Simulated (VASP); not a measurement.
Set up this calculation in VASP 6.6.1, as the native input.

| Quantity | Value |
| --- | --- |
| Task | relaxation of cell and atoms |
| Functional | PBE |
| Potentials or basis | VASP PAW PBE potentials, release 64 (Al, B, P) |
| Cutoff | 600 eV |
| k mesh | 6 × 6 × 6 |
| Occupations | gaussian, width 0.1 eV |
| Spin | no spin polarisation |
| Dipole correction | no |
| Further INCAR settings | ALGO = Normal; EDIFF = 1e-07; IBRION = 2; EDIFFG = -0.04; NSW = 90; ISIF = 3 |

The structure of Al2BP3 lies in POSCAR:

```
Al2BP3
1.0
    2.5676728300      1.4824466000      4.3550327900
   -2.5676728300      1.4824466000      4.3550327900
    0.0000000000     -2.9648932000      4.3550327900
Al B P
2 1 3
Direct
    0.1246170000      0.1246170000      0.1246170000
    0.8753830000      0.8753830000      0.8753830000
    0.5000000000      0.5000000000      0.5000000000
    0.0000000000      0.5000000000      0.5000000000
    0.5000000000      0.0000000000      0.5000000000
    0.5000000000      0.5000000000      0.0000000000
```

The cell was generated, and may not be a known phase.

These files were run (other wordings do the same):

INCAR

```
PREC = Accurate
ENCUT = 600
EDIFF = 1E-7
ISMEAR = 0
SIGMA = 0.1
LREAL = False
LASPH = True
NELM = 60
ALGO = Normal
ISIF = 3
LWAVE = False
LCHARG = False
GGA = PE
IBRION = 2
NSW = 90
EDIFFG = -0.04
```

KPOINTS

```
regular mesh
0
Gamma
  6 6 6
```

Potentials or basis: VASP PAW PBE potentials, release 64 (Al, B, P).

Run with:

```bash
$ cat potpaw_PBE.64/Al/POTCAR potpaw_PBE.64/B/POTCAR potpaw_PBE.64/P/POTCAR > POTCAR
$ mpirun -np 1 vasp_std > vasp.out
```

It gave:

The relaxed volume is 13.82 Å³/atom and the relaxed cell is a = 4.905 Å, b = 4.905 Å, c = 4.905 Å, α = 59.74°, β = 59.74°, γ = 59.74°. The space group after relaxing (to 0.1 Å) is R-3m (No. 166). The energy gained by relaxing is 97.3 meV/atom. The ionic steps are 10, the pressure after relaxing is 0.0 GPa and the largest force after relaxing is 0.015 eV/Å. The band gap on the k mesh is zero (bands 12 and 13 overlap by 2.03 eV).

Caveat: the volume moved by over 15 % at a fixed basis, so the end points are rough.

Wall time 11 min on 1 thread of Intel Xeon 8259CL, on a shared host, peak memory 0.3 GiB.
